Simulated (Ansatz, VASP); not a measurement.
## Two plane-wave programs on C

```
C
1.0
     2.57796    0.00000    0.00000
    -1.28898    2.23258    0.00000
     0.00000    0.00000    2.72745
C
3
Direct
  0.12285 0.87715 0.66667
  0.12285 0.24570 0.33333
  0.75430 0.87715 0.00000
```

Alike in both runs: task single point; functional PBE; k mesh 6 × 6 × 6; occupations gaussian, width 0.1 eV; no spin polarisation.

|  | VASP | Ansatz |
| --- | --- | --- |
| version | VASP 6.6.1 | Ansatz 0.2.0 |
| potentials or method | VASP PAW PBE potentials, release 64 (C), cutoff 520 eV | scalar-relativistic, plane waves, PAW |
| valence electrons in the cell | 12 | 12 |

Ansatz gave:

```
gap on the k mesh at the Fermi level (eV) : none
rms of the force components (eV/Å)        : 6.145
```

Q: Estimate VASP's values.

A: gap on the k mesh at the Fermi level (eV): none; rms of the force components (eV/Å): 6.195.

Atom by atom the forces differ by 0.050 eV/Å (rms over components). A gap of «none» marks a metal or a gap that the smearing closes.

The k mesh is coarse, so the values compare programs but aren't converged.
